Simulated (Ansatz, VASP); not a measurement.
# Two plane-wave programs on Rh

```
Rh
1.0
    -1.59535    1.59535    1.59535
     1.59535   -1.59535    1.59535
     1.59535    1.59535   -1.59535
Rh
1
Direct
  0.00000 0.00000 0.00000
```

Alike in both runs: task single point; functional PBE; k mesh 16 × 16 × 16; occupations fermi-dirac, width 0.1 eV; no spin polarisation.

|  | VASP | Ansatz |
| --- | --- | --- |
| version | VASP 6.6.1 | Ansatz 0.2.0 |
| potentials or method | VASP PAW PBE potentials, release 64 (Rh_pv), cutoff 500 eV | plane waves (420 eV) with PAW, scalar-relativistic |
| valence electrons in the cell | 15 | 17 |

```tsv
	VASP	Ansatz	Ansatz less VASP
pressure (GPa)	-19.4	-19.5	-0.09
```

The functional is the same, so the differences come from potentials, cutoffs and numerics. VASP's potentials hold 15 valence electrons a cell and Ansatz's 17, so a difference there can come from the potentials and not from the codes.
